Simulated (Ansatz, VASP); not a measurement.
## Two plane-wave programs on RbLaH

```
CELL_PARAMETERS angstrom
4.21389 0.00000 0.00000
0.00000 4.21389 0.00000
0.00000 0.00000 9.25483
ATOMIC_POSITIONS crystal
La 0.00000 0.50000 0.16000
La 0.50000 0.00000 0.84000
H 0.00000 0.00000 0.00000
H 0.50000 0.50000 0.00000
Rb 0.00000 0.50000 0.67500
Rb 0.50000 0.00000 0.32500
```

Alike in both runs: task single point; functional PBE; k mesh 8 × 8 × 4; no spin polarisation.

|  | VASP | Ansatz |
| --- | --- | --- |
| version | VASP 6.6.1 | Ansatz 0.2.0 |
| potentials or method | VASP PAW PBE potentials, release 64 (La, H, Rb_sv), cutoff 520 eV | PAW plane waves |
| occupations | fermi-dirac, width 0.1 eV | fermi-dirac |
| valence electrons in the cell | 42 | 42 |

```csv
,VASP,Ansatz,Ansatz less VASP
pressure (GPa),2.1,2.1,-0.02
"traceless stress, the component that is largest in VASP (GPa)",-2.15,-2.12,+0.034
rms of the force components (eV/Å),0.883,0.875,-0.0085
```

Atom by atom the forces differ by 0.009 eV/Å (rms over components).

Spin-orbit coupling is off throughout.
